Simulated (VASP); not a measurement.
# Li2Se (Fm-3m) in VASP: notebook

Runs on Li2Se. Level: PBE. Tasks: electric field gradients, density of states.

Everything below comes from runs of VASP 6.6.1. Logs are shortened: lines on timing, memory, paths and dates and some standing lists are left out, and cuts for length are marked.

### Step 1. The cell of the first run

It takes space group Fm-3m (No. 225, cubic). Conventional cell: a = 6.005 Å, b = 6.005 Å, c = 6.005 Å, α = 90.00°, β = 90.00°, γ = 90.00°. Li (site symmetry -43m) has 4 Se at 2.60 Å and 6 Li at 3.00 Å within 3.4 Å. Within 3.4 Å of Se (site symmetry m-3m) lie 8 Li at 2.60 Å.

### Step 2. Electric field gradients, PBE

Input file INCAR:

```
SYSTEM = Li2Se
PREC = Accurate
ENCUT = 650
EDIFF = 1E-8
ISMEAR = -1
SIGMA = 0.03
LREAL = .False.
LASPH = .True.
NELM = 120
ALGO = Normal
ISIF = 2
LWAVE = .False.
LCHARG = .False.
GGA = PE
LEFG = .True.
NBANDS = 13
GGA_COMPAT = .False.
```

Input file KPOINTS:

```
regular mesh
0
Gamma
  9 9 9
  0 0 0
```

Input file POSCAR:

```
Li2Se
1.0
    0.0000000000      3.0025000000      3.0025000000
    3.0025000000      0.0000000000      3.0025000000
    3.0025000000      3.0025000000      0.0000000000
Li Se
2 1
Direct
    0.2500000000      0.2500000000      0.2500000000
    0.7500000000      0.7500000000      0.7500000000
    0.0000000000      0.0000000000      0.0000000000
```

Potentials or basis: VASP PAW PBE potentials, release 64 (Li_sv, Se).

Started as:

```
$ cat potpaw_PBE.64/Li_sv/POTCAR potpaw_PBE.64/Se/POTCAR > POTCAR
$ mpirun -np 1 vasp_std > vasp.out
```

OUTCAR:

```text
SYSTEM = Li2Se
   PREC = Accurate
   ENCUT = 650
   EDIFF = 1E-8
   ISMEAR = -1
   LREAL = .False.
   LASPH = .True.
   NELM = 120
   ISIF = 2
   GGA = PE

 ion  position               nearest neighbor table
   1  0.250  0.250  0.250-   3 2.60   3 2.60   3 2.60   3 2.60
   2  0.750  0.750  0.750-   3 2.60   3 2.60   3 2.60   3 2.60
   3  0.000  0.000  0.000-   1 2.60   2 2.60   2 2.60   2 2.60   2 2.60   1 2.60   1 2.60   1 2.60

  LATTYP: Found a face centered cubic cell.
 ALAT       =     6.0050000000

  Lattice vectors:

 A1 = (   0.0000000000,   3.0025000000,   3.0025000000)
 A2 = (   3.0025000000,   0.0000000000,   3.0025000000)
 A3 = (   3.0025000000,   3.0025000000,   0.0000000000)

Analysis of symmetry for initial positions (statically):
=====================================================================
 Subroutine PRICEL returns:
 Original cell was already a primitive cell.

 Routine SETGRP: Setting up the symmetry group for a
 face centered cubic supercell.

 Subroutine GETGRP returns: Found 48 space group operations
 (whereof 48 operations were pure point group operations)
 out of a pool of 48 trial point group operations.

The static configuration has the point symmetry O_h .

Analysis of symmetry for dynamics (positions and initial velocities):
=====================================================================
 Subroutine PRICEL returns:
 Original cell was already a primitive cell.

 Routine SETGRP: Setting up the symmetry group for a
 face centered cubic supercell.

 Subroutine GETGRP returns: Found 48 space group operations
 (whereof 48 operations were pure point group operations)
 out of a pool of 48 trial point group operations.

The dynamic configuration has the point symmetry O_h .

 Subroutine INISYM returns: Found 48 space group operations
 (whereof 48 operations are pure point group operations),
 and found     1 'primitive' translations

----------------------------------------------------------------------------------------

                                     Primitive cell

  volume of cell :      54.1351

  direct lattice vectors                    reciprocal lattice vectors
     0.000000000  3.002500000  3.002500000    -0.166527893  0.166527893  0.166527893
     3.002500000  0.000000000  3.002500000     0.166527893 -0.166527893  0.166527893
     3.002500000  3.002500000  0.000000000     0.166527893  0.166527893 -0.166527893

  length of vectors
     4.246176221  4.246176221  4.246176221     0.288434772  0.288434772  0.288434772

  position of ions in fractional coordinates (direct lattice)
     0.250000000  0.250000000  0.250000000
     0.750000000  0.750000000  0.750000000
     0.000000000  0.000000000  0.000000000

  ion indices of the primitive-cell ions
   primitive index   ion index
                 1           1
                 2           2
                 3           3

----------------------------------------------------------------------------------------

 KPOINTS: regular mesh

Automatic generation of k-mesh.
 Grid dimensions read from file:
 generate k-points for:    9    9    9

 Generating k-lattice:

  Cartesian coordinates                     Fractional coordinates (reciprocal lattice)
    -0.018503099  0.018503099  0.018503099     0.111111111  0.000000000  0.000000000
     0.018503099 -0.018503099  0.018503099     0.000000000  0.111111111  0.000000000
     0.018503099  0.018503099 -0.018503099     0.000000000  0.000000000  0.111111111

  Length of vectors
     0.032048308  0.032048308  0.032048308

  Shift w.r.t. Gamma in fractional coordinates (k-lattice)
     0.000000000  0.000000000  0.000000000

 Subroutine IBZKPT returns following result:
[... 41 lines left out ...]
   ISTART =      0    job   : 0-new  1-cont  2-samecut
   ICHARG =      2    charge: 1-file 2-atom 10-const
   ISPIN  =      1    spin polarized calculation?
   LNONCOLLINEAR =      F non collinear calculations
   LSORBIT =      F    spin-orbit coupling
   LASPH  =      T    aspherical Exc in radial PAW
   ENCUT  =  650.0 eV  47.77 Ry    6.91 a.u.   8.83  8.83  8.83*2*pi/ulx,y,z
   NELM   =    120;   NELMIN=  2; NELMDL= -5     # of ELM steps
   EDIFF  = 0.1E-07   stopping-criterion for ELM
   LREAL  =      F    real-space projection
   EDIFFG = 0.1E-06   stopping-criterion for IOM
   NSW    =      0    number of steps for IOM
   IBRION =     -1    ionic relax: 0-MD 1-quasi-New 2-CG
   NFREE  =      0    steps in history (QN), initial steepest desc. (CG)
   ISIF   =      2    stress and relaxation
   ISYM   =      2    0-nonsym 1-usesym 2-fastsym
   POTIM  = 0.5000    time-step for ionic-motion
   TEBEG  =    0.0;   TEEND  =   0.0 temperature during run
   PSTRESS=    0.0 pullay stress
   NELECT =      12.0000    total number of electrons
   NUPDOWN=      -1.0000    fix difference up-down
   EMIN   =  10.00;   EMAX   =-10.00  energy-range for DOS
   EFERMI =   0.00;   METHOD = LEGACY
   ISMEAR =    -1;   SIGMA  =   0.03  broadening in eV -4-tet -1-fermi 0-gaus
   EFERMI_NEDOS =   21; number of points for ismear=-14 and -15
   IALGO  =     38    algorithm
   IMIX   =      4    mixing-type and parameters
     AMIX     =   0.40;   BMIX     =  1.00
     AMIX_MAG =   1.60;   BMIX_MAG =  1.00
  volume/ion in A,a.u.               =      18.05       121.77
  Fermi-wavevector in a.u.,A,eV,Ry     =   0.990776  1.872296 13.355989  0.981637
  Thomas-Fermi vector in A             =   2.122471
   LORBIT       =      0    0 simple, 1 ext, 2 COOP (PROOUT), +10 PAW based schemes
   GGA     = PE    functional components
   LHFCALC =     F    Hartree Fock is set to
   AEXX    =    0.0000 exact exchange contribution
   IVDW    =     0    specifies the selected vdW correction
   LEPSILON=     F    determine dielectric tensor
   LRPA    =     F    only Hartree local field effects (RPA)
 non-spin polarized calculation
  energy-cutoff  :      650.00
  volume of cell :       54.14
 maximum number of plane-waves:      2085
   NGX = 17   NGY = 17   NGZ = 17

 number of electron      11.9999992 magnetization

 Free energy of the ion-electron system (eV)
  ---------------------------------------------------
  ext. energy  EPLUGINS =         0.00000000
  ---------------------------------------------------
  free energy    TOTEN  =       -11.13189833 eV

  energy without entropy =      -11.13189833  energy(sigma->0) =      -11.13189833

 E-fermi :   1.7352     XC(G=0):  -8.2617

 val. band max:        0.9962925242   @ k =   0.0000   0.0000   0.0000
 cond. band min:       4.0517922110   @ k =   0.4444   0.4444   0.0000
 fundamental gap:      3.0554996868
 Fermi energy:         1.7352225524

 k-point     1 :       0.0000    0.0000    0.0000
  band No.  band energies     occupation
      1     -43.7199      2.00000
      2     -43.6964      2.00000
      3     -10.3918      2.00000
      4       0.9963      2.00000
      5       0.9963      2.00000
      6       0.9963      2.00000
      7       4.3836      0.00000
      8       6.6150      0.00000
      9       6.6150      0.00000
     10       6.6150      0.00000
     11      11.5754      0.00000
     12      11.5754      0.00000
     13      11.9148      0.00000
[... 354 lines left out ...]
  band No.  band energies     occupation
      1     -43.7117      2.00000
      2     -43.7033      2.00000
      3      -9.9338      2.00000
      4      -1.2345      2.00000
      5      -0.4066      2.00000
      6      -0.4066      2.00000
      7       4.0518      0.00000
      8       7.1524      0.00000
      9      10.8759      0.00000
     10      10.8759      0.00000
     11      11.9585      0.00000
     12      13.2387      0.00000
     13      13.2387      0.00000

 [... further k-points ...]

------------------------ aborting loop because EDIFF is reached ----------------------------------------

  FORCE on cell =-STRESS in cart. coord.  units (eV):
  Direction    XX          YY          ZZ          XY          YZ          ZX
  --------------------------------------------------------------------------------------
  -------------------------------------------------------------------------------------
  Total       -0.0275173     -0.0275173     -0.0275173     -0.0000000     -0.0000000      0.0000000
  in kB       -0.8143981     -0.8143981     -0.8143981     -0.0000000     -0.0000000      0.0000000
  external PRESSURE =      -0.8143981 kB  Pullay stress =       0.0000000 kB

 VOLUME and BASIS-vectors are now :
 -----------------------------------------------------------------------------
  energy-cutoff  :      650.00
  volume of cell :       54.14
      direct lattice vectors                 reciprocal lattice vectors
     0.000000000  3.002500000  3.002500000    -0.166527893  0.166527893  0.166527893
     3.002500000  0.000000000  3.002500000     0.166527893 -0.166527893  0.166527893
     3.002500000  3.002500000  0.000000000     0.166527893  0.166527893 -0.166527893

 POSITION                                       TOTAL-FORCE (eV/Angst)
 -----------------------------------------------------------------------------------
      1.50125      1.50125      1.50125        -0.000000     -0.000000     -0.000000
      4.50375      4.50375      4.50375         0.000000      0.000000      0.000000
      0.00000      0.00000      0.00000        -0.000000      0.000000      0.000000
 -----------------------------------------------------------------------------------
    total drift:                                0.000000      0.000000      0.000000

  FREE ENERGIE OF THE ION-ELECTRON SYSTEM (eV)
  ---------------------------------------------------
  free  energy   TOTEN  =       -11.1318983257 eV

  energy  without entropy=      -11.1318983257  energy(sigma->0) =      -11.13189833

 Electric field gradients (V/A^2)
---------------------------------------------------------------------
 ion       V_xx      V_yy      V_zz      V_xy      V_xz      V_yz
---------------------------------------------------------------------
   1      -0.000     0.000    -0.000    -0.001    -0.001    -0.001
   2      -0.000     0.000    -0.000    -0.001    -0.001    -0.001
   3      -0.000     0.000    -0.000    -0.000    -0.000    -0.000
---------------------------------------------------------------------

 Electric field gradients after diagonalization (V/A^2)
 (convention: |V_zz| > |V_xx| > |V_yy|)
----------------------------------------------------------------------
 ion       V_xx      V_yy      V_zz     asymmetry (V_yy - V_xx)/ V_zz
----------------------------------------------------------------------
   1       0.001     0.001    -0.001       0.000
   2       0.001     0.001    -0.001       0.000
   3       0.000     0.000    -0.000       0.000
----------------------------------------------------------------------

           NMR quadrupolar parameters

 Cq : quadrupolar parameter    Cq=e*Q*V_zz/h
 eta: asymmetry parameters     (V_yy - V_xx)/ V_zz
 Q  : nuclear electric quadrupole moment in mb (millibarn)
----------------------------------------------------------------------
 ion       Cq(MHz)       eta       Q (mb)
----------------------------------------------------------------------
   1      -0.000       0.000       1.000
   2      -0.000       0.000       1.000
   3      -0.000       0.000       1.000
----------------------------------------------------------------------
```

It took 23 s on 1 thread of Intel Xeon Platinum 8559C (Emerald Rapids), shared host; peak memory 0.21 GiB.

Results:

```yaml
Free_energy: -11.1319 eV
Pressure: -0.1 GPa
Band_gap_on_the_k_mesh: 3.06 eV, indirect (least direct gap 3.39 eV)
```

Caveat: without QUAD_EFG the Cq values of the log hold for a quadrupole moment of 1 mb, not for the nuclei. A k mesh can miss the band edges.

### Step 3. Density of states, PBE

POSCAR is that of step 2.

Input file INCAR.step1:

```
PREC = Accurate
ENCUT = 650
EDIFF = 1E-6
ISMEAR = -1
SIGMA = 0.03
LREAL = False
LASPH = True
NELM = 120
ALGO = Normal
ISIF = 2
LWAVE = False
LCHARG = True
GGA = PE
NBANDS = 13
GGA_COMPAT = False
NEDOS = 2001
LORBIT = 11
```

Input file KPOINTS.step1:

```
regular mesh
0
Gamma
  9 9 9
```

Input file INCAR.step2:

```
PREC = Accurate
ENCUT = 650
EDIFF = 1E-6
ISMEAR = -5
SIGMA = 0.03
LREAL = False
LASPH = True
NELM = 120
ALGO = Normal
ISIF = 2
LWAVE = False
LCHARG = False
GGA = PE
LORBIT = 11
NBANDS = 13
NEDOS = 2001
ICHARG = 11
GGA_COMPAT = False
```

Input file KPOINTS.step2:

```
regular mesh
0
Gamma
  14 14 14
```

Potentials or basis: VASP PAW PBE potentials, release 64 (Li_sv, Se).

Started as:

```
$ cat potpaw_PBE.64/Li_sv/POTCAR potpaw_PBE.64/Se/POTCAR > POTCAR
$ cp INCAR.step1 INCAR
$ cp KPOINTS.step1 KPOINTS
$ mpirun -np 1 vasp_std > vasp.out
$ cp INCAR.step2 INCAR
$ cp KPOINTS.step2 KPOINTS
$ mpirun -np 1 vasp_std > vasp.out
```

OUTCAR:

```text
PREC = Accurate
   ENCUT = 650
   EDIFF = 1E-6
   ISMEAR = -5
   LREAL = False
   LASPH = True
   NELM = 120
   ISIF = 2
   GGA = PE
   LORBIT = 11
   ICHARG = 11

 ion  position               nearest neighbor table
   1  0.250  0.250  0.250-   3 2.60   3 2.60   3 2.60   3 2.60
   2  0.750  0.750  0.750-   3 2.60   3 2.60   3 2.60   3 2.60
   3  0.000  0.000  0.000-   1 2.60   2 2.60   2 2.60   2 2.60   2 2.60   1 2.60   1 2.60   1 2.60

  LATTYP: Found a face centered cubic cell.
 ALAT       =     6.0050000000

  Lattice vectors:

 A1 = (   0.0000000000,   3.0025000000,   3.0025000000)
 A2 = (   3.0025000000,   0.0000000000,   3.0025000000)
 A3 = (   3.0025000000,   3.0025000000,   0.0000000000)

Analysis of symmetry for initial positions (statically):
=====================================================================
 Subroutine PRICEL returns:
 Original cell was already a primitive cell.

 Routine SETGRP: Setting up the symmetry group for a
 face centered cubic supercell.

[... 547 lines left out ...]
      2     -43.6998      2.00000
      3     -10.1882      2.00000
      4      -0.6649      2.00000
      5       0.3654      2.00000
      6       0.4832      2.00000
      7       5.6211      0.00000
      8       7.1257      0.00000
      9       7.6013      0.00000
     10       7.7715      0.00000
     11       9.4122      0.00000
     12      11.5469      0.00000
     13      12.9933      0.00000

 [... further k-points ...]

------------------------ aborting loop because EDIFF is reached ----------------------------------------

  FORCE on cell =-STRESS in cart. coord.  units (eV):
  Direction    XX          YY          ZZ          XY          YZ          ZX
  --------------------------------------------------------------------------------------
  -------------------------------------------------------------------------------------
  Total       -0.0274033     -0.0274033     -0.0274033     -0.0000000      0.0000000      0.0000000
  in kB       -0.8110250     -0.8110250     -0.8110250     -0.0000000      0.0000000      0.0000000
  external PRESSURE =      -0.8110250 kB  Pullay stress =       0.0000000 kB

 VOLUME and BASIS-vectors are now :
 -----------------------------------------------------------------------------
  energy-cutoff  :      650.00
  volume of cell :       54.14
      direct lattice vectors                 reciprocal lattice vectors
     0.000000000  3.002500000  3.002500000    -0.166527893  0.166527893  0.166527893
     3.002500000  0.000000000  3.002500000     0.166527893 -0.166527893  0.166527893
     3.002500000  3.002500000  0.000000000     0.166527893  0.166527893 -0.166527893

 POSITION                                       TOTAL-FORCE (eV/Angst)
 -----------------------------------------------------------------------------------
      1.50125      1.50125      1.50125        -0.000000     -0.000000     -0.000000
      4.50375      4.50375      4.50375         0.000000     -0.000000      0.000000
      0.00000      0.00000      0.00000         0.000000      0.000000      0.000000
 -----------------------------------------------------------------------------------
    total drift:                                0.000000      0.000000      0.000000

  FREE ENERGIE OF THE ION-ELECTRON SYSTEM (eV)
  ---------------------------------------------------
  free  energy   TOTEN  =       -11.1318879051 eV

  energy  without entropy=      -11.1318879051  energy(sigma->0) =      -11.13188791

 total charge

# of ion       s       p       d       tot
------------------------------------------
    1        2.019   0.052   0.000   2.071
    2        2.019   0.052   0.000   2.071
    3        1.420   2.500   0.004   3.924
--------------------------------------------------
tot          5.458   2.605   0.004   8.067
```

OUTCAR.step1:

```text
PREC = Accurate
   ENCUT = 650
   EDIFF = 1E-6
   ISMEAR = -1
   LREAL = False
   LASPH = True
   NELM = 120
   ISIF = 2
[... 610 lines left out ...]
    total drift:                                0.000000      0.000000      0.000000

  FREE ENERGIE OF THE ION-ELECTRON SYSTEM (eV)
  ---------------------------------------------------
  free  energy   TOTEN  =       -11.1318985212 eV

  energy  without entropy=      -11.1318985212  energy(sigma->0) =      -11.13189852

 total charge

# of ion       s       p       d       tot
------------------------------------------
    1        2.019   0.052   0.000   2.071
    2        2.019   0.052   0.000   2.071
    3        1.420   2.500   0.004   3.924
--------------------------------------------------
tot          5.458   2.605   0.004   8.067
```

OSZICAR.step1:

```text
N       E                     dE             d eps       ncg     rms          rms(c)
DAV:   1     0.505707538242E+02    0.50571E+02   -0.59653E+03   910   0.104E+03
DAV:   2    -0.352838617297E+01   -0.54099E+02   -0.50972E+02  1129   0.209E+02
DAV:   3    -0.111740701514E+02   -0.76457E+01   -0.75970E+01  1733   0.481E+01
DAV:   4    -0.113109739447E+02   -0.13690E+00   -0.13687E+00  1138   0.955E+00
DAV:   5    -0.113140546946E+02   -0.30807E-02   -0.30807E-02  1439   0.113E+00    0.275E+00
DAV:   6    -0.111379510389E+02    0.17610E+00   -0.23899E-01  1116   0.191E+00    0.169E+00
DAV:   7    -0.111236341639E+02    0.14317E-01   -0.11442E-01  1231   0.146E+00    0.740E-01
DAV:   8    -0.111317280518E+02   -0.80939E-02   -0.17876E-02  1167   0.742E-01    0.259E-01
DAV:   9    -0.111316279600E+02    0.10009E-03   -0.47298E-04  1279   0.139E-01    0.191E-01
DAV:  10    -0.111318868485E+02   -0.25889E-03   -0.77170E-04  1055   0.135E-01    0.861E-02
DAV:  11    -0.111318924490E+02   -0.56006E-05   -0.47490E-05  1345   0.437E-02    0.258E-02
DAV:  12    -0.111319040538E+02   -0.11605E-04   -0.20496E-05  1106   0.240E-02    0.349E-02
DAV:  13    -0.111318986327E+02    0.54211E-05   -0.35595E-06  1148   0.128E-02    0.394E-03
DAV:  14    -0.111318985212E+02    0.11147E-06   -0.13856E-07   645   0.273E-03
   1 F= -.11131899E+02 E0= -.11131899E+02  d E =-.336443E-10
```

Wall time 58 s (1 thread of Intel Xeon Platinum 8559C (Emerald Rapids), shared host); peak memory 0.25 GiB.

What came out:

- Valence electrons inside the program's atomic spheres: Li 2.07; Se 3.92

Levels at points of the mesh, in eV from the valence-band top:
```
           k point  band 2  band 3  band 4  band 5  band 6  band 7  band 8  band 9  band 10  band 11
(0.00, 0.00, 0.00)  -44.69  -11.39    0.00    0.00    0.00    3.39    5.62    5.62     5.62    10.58
(0.50, 0.00, 0.00)  -44.70  -11.02   -2.90   -0.53   -0.53    5.11    5.96    5.96     7.94    11.49
(0.50, 0.50, 0.00)  -44.70  -10.91   -2.27   -1.44   -1.44    2.97    6.17   10.31    10.31    11.40
```
